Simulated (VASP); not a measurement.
# TaN (F-43m) in VASP: a series of runs, part 3 of 3

VASP 6.6.1. The steps go on from the part before.

**6. Single point, r2SCAN, collinear spin**

This run uses another cell than the first one, of 13.25 Å³/atom.

File POSCAR:

```
TaN
1.0
    0.0000000000      2.3665051011      2.3665051011
    2.3665051011      0.0000000000      2.3665051011
    2.3665051011      2.3665051011      0.0000000000
Ta N
1 1
Direct
    0.0000000000      0.0000000000      0.0000000000
    0.2500000000      0.2500000000      0.2500000000
```

File INCAR.step1:

```
  ALGO = Normal
  EDIFF = 1E-5
  ENCUT = 660
  GGA = PE
  GGA_COMPAT = False
  ISMEAR = 0
  ISPIN = 2
  LASPH = True
  LCHARG = False
  LMAXMIX = 4
  LREAL = False
  LWAVE = True
  MAGMOM = 0.5 0
  NBANDS = 19
  NELM = 200
  PREC = Accurate
  SIGMA = 0.05
```

File INCAR.step2:

```
  ALGO = Normal
  EDIFF = 1E-6
  ENCUT = 660
  GGA_COMPAT = False
  ISIF = 2
  ISMEAR = 0
  ISPIN = 2
  ISTART = 1
  LASPH = True
  LCHARG = True
  LELF = True
  LMAXMIX = 4
  LMIXTAU = True
  LORBIT = 11
  LREAL = False
  LVHAR = True
  LWAVE = False
  MAGMOM = 0.5 0
  METAGGA = R2SCAN
  NBANDS = 19
  NELM = 200
  PREC = Accurate
  SIGMA = 0.05
```

File KPOINTS:

```
k-points
0
Gamma
  12 12 12
```

Potentials or basis: VASP PAW PBE potentials, release 64 (Ta_pv, N).

Started as:

```bash
> cat potpaw_PBE.64/Ta_pv/POTCAR potpaw_PBE.64/N/POTCAR > POTCAR
> cp INCAR.step1 INCAR
> mpirun -np 1 vasp_std > vasp.out
> cp INCAR.step2 INCAR
> mpirun -np 1 vasp_std > vasp.out
```

OUTCAR:

```text
EDIFF = 1E-6
   ENCUT = 660
   ISIF = 2
   ISMEAR = 0
   ISPIN = 2
   ISTART = 1
   LASPH = True
   LORBIT = 11
   LREAL = False
   METAGGA = R2SCAN
   NELM = 200
   PREC = Accurate

 ion  position               nearest neighbor table
   1  0.000  0.000  0.000-   2 2.05   2 2.05   2 2.05   2 2.05
   2  0.250  0.250  0.250-   1 2.05   1 2.05   1 2.05   1 2.05

  LATTYP: Found a face centered cubic cell.
 ALAT       =     4.7330102022

  Lattice vectors:

 A1 = (   0.0000000000,   2.3665051011,   2.3665051011)
 A2 = (   2.3665051011,   0.0000000000,   2.3665051011)
 A3 = (   2.3665051011,   2.3665051011,   0.0000000000)

Analysis of symmetry for initial positions (statically):
=====================================================================
 Subroutine PRICEL returns:
 Original cell was already a primitive cell.

 Routine SETGRP: Setting up the symmetry group for a
 face centered cubic supercell.

 Subroutine GETGRP returns: Found 24 space group operations
[... 728 lines left out ...]
      5      -0.4625      1.00000
      6      -0.4625      1.00000
[... 517 lines left out ...]
     18      25.1199      0.00000
     19      28.6091      0.00000

 [... further k-points ...]

------------------------ aborting loop because EDIFF is reached ----------------------------------------

  FORCE on cell =-STRESS in cart. coord.  units (eV):
  Direction    XX          YY          ZZ          XY          YZ          ZX
  --------------------------------------------------------------------------------------
  -------------------------------------------------------------------------------------
  Total        0.1910695      0.1910695      0.1910695     -0.0000000     -0.0000000      0.0000000
  in kB       11.5491413     11.5491413     11.5491413     -0.0000000     -0.0000000      0.0000000
  external PRESSURE =      11.5491413 kB  Pullay stress =       0.0000000 kB

 VOLUME and BASIS-vectors are now :
 -----------------------------------------------------------------------------
  energy-cutoff  :      660.00
  volume of cell :       26.51
      direct lattice vectors                 reciprocal lattice vectors
     0.000000000  2.366505101  2.366505101    -0.211282029  0.211282029  0.211282029
     2.366505101  0.000000000  2.366505101     0.211282029 -0.211282029  0.211282029
     2.366505101  2.366505101  0.000000000     0.211282029  0.211282029 -0.211282029

 POSITION                                       TOTAL-FORCE (eV/Angst)
 -----------------------------------------------------------------------------------
      0.00000      0.00000      0.00000         0.000000      0.000000      0.000000
      1.18325      1.18325      1.18325        -0.000000     -0.000000     -0.000000
 -----------------------------------------------------------------------------------
    total drift:                               -0.000000     -0.000000     -0.000000

  FREE ENERGIE OF THE ION-ELECTRON SYSTEM (eV)
  ---------------------------------------------------
  free  energy   TOTEN  =       -59.3721036786 eV

  energy  without entropy=      -59.3700240607  energy(sigma->0) =      -59.37106387

 total charge

# of ion       s       p       d       tot
------------------------------------------
    1        0.317   6.241   2.385   8.943
    2        1.262   2.557   0.000   3.819
--------------------------------------------------
tot          1.579   8.798   2.385  12.762

 magnetization (x)

# of ion       s       p       d       tot
------------------------------------------
    1        0.000  -0.000   0.000   0.000
    2       -0.000  -0.000   0.000  -0.000
--------------------------------------------------
tot          0.000  -0.000   0.000  -0.000
```

OUTCAR.step1:

```text
EDIFF = 1E-5
   ENCUT = 660
   GGA = PE
   ISMEAR = 0
   ISPIN = 2
[... 1299 lines left out ...]
 -----------------------------------------------------------------------------------
      0.00000      0.00000      0.00000        -0.000000      0.000000     -0.000000
      1.18325      1.18325      1.18325         0.000000     -0.000000      0.000000
 -----------------------------------------------------------------------------------
    total drift:                               -0.000000     -0.000000     -0.000000

  FREE ENERGIE OF THE ION-ELECTRON SYSTEM (eV)
  ---------------------------------------------------
  free  energy   TOTEN  =       -21.5020899863 eV

  energy  without entropy=      -21.4991817028  energy(sigma->0) =      -21.50063584
```

OSZICAR.step1:

```text
N       E                     dE             d eps       ncg     rms          rms(c)
DAV:   1     0.126509818694E+03    0.12651E+03   -0.88646E+03  5472   0.973E+02
DAV:   2    -0.201761756825E+02   -0.14669E+03   -0.13789E+03  6245   0.307E+02
DAV:   3    -0.249582921476E+02   -0.47821E+01   -0.47129E+01  6421   0.517E+01
DAV:   4    -0.249809774870E+02   -0.22685E-01   -0.22678E-01  6355   0.385E+00
DAV:   5    -0.249810586815E+02   -0.81194E-04   -0.81194E-04  6218   0.234E-01    0.249E+01
DAV:   6    -0.216532973034E+02    0.33278E+01   -0.50602E+00  7033   0.246E+01    0.860E+00
DAV:   7    -0.215300396838E+02    0.12326E+00   -0.55957E-01  5742   0.680E+00    0.738E+00
DAV:   8    -0.215154642293E+02    0.14575E-01   -0.12473E-01  6009   0.277E+00    0.312E+00
DAV:   9    -0.215023833523E+02    0.13081E-01   -0.15112E-02  6011   0.103E+00    0.290E-01
DAV:  10    -0.215020619085E+02    0.32144E-03   -0.10539E-03  6127   0.235E-01    0.219E-01
DAV:  11    -0.215020983072E+02   -0.36399E-04   -0.10551E-04  5874   0.100E-01    0.109E-01
DAV:  12    -0.215020899863E+02    0.83209E-05   -0.20715E-05  5896   0.455E-02
   1 F= -.21502090E+02 E0= -.21500636E+02  d E =-.290828E-02  mag=     0.0006
```

Run time: 2.5 min. Hardware: 1 thread of Intel Xeon 6975P-C (Granite Rapids), shared host; peak memory 0.24 GiB.

What came out:

```
Free energy                                           : -59.3721 eV
Pressure                                              : 1.2 GPa
Band gap on the k mesh                                : zero (filled and empty bands overlap)
Net moment                                            : 0.00 μB per cell
Valence electrons inside the program's atomic spheres : Ta 8.94; N 3.82
```

Caveat: the PAW data sets were made with another functional, which shifts forces and pressure a little; spin-orbit coupling is left out, which moves the levels of the heavy elements.

**7. The runs side by side**

```csv
cell,gap on the mesh (eV),pressure (GPa),moment (μB)
"a = 3.369 Å, angles 60.0°, 2 atoms",none,-4.0,0.00
"a = 3.391 Å, angles 60.0°, 2 atoms",none,-8.6,0.00
"a = 3.423 Å, angles 60.0°, 2 atoms",none,-14.6,0.00
"a = 3.347 Å, angles 60.0°, 2 atoms",none,1.2,0.00
```

Alike in all rows: task single point; level r2SCAN; potentials or basis VASP PAW PBE potentials, release 64 (Ta_pv, N); spin collinear; k mesh 12 × 12 × 12; cutoff (eV) 660; smearing gaussian 0.05 eV.

Caveats: the PAW data sets were made with another functional, which shifts forces and pressure a little; spin-orbit coupling is left out, which moves the levels of the heavy elements; the cell stands under tension (at least some runs).

Total energies depend on the potentials used, so only differences within one code and one set of settings carry meaning.
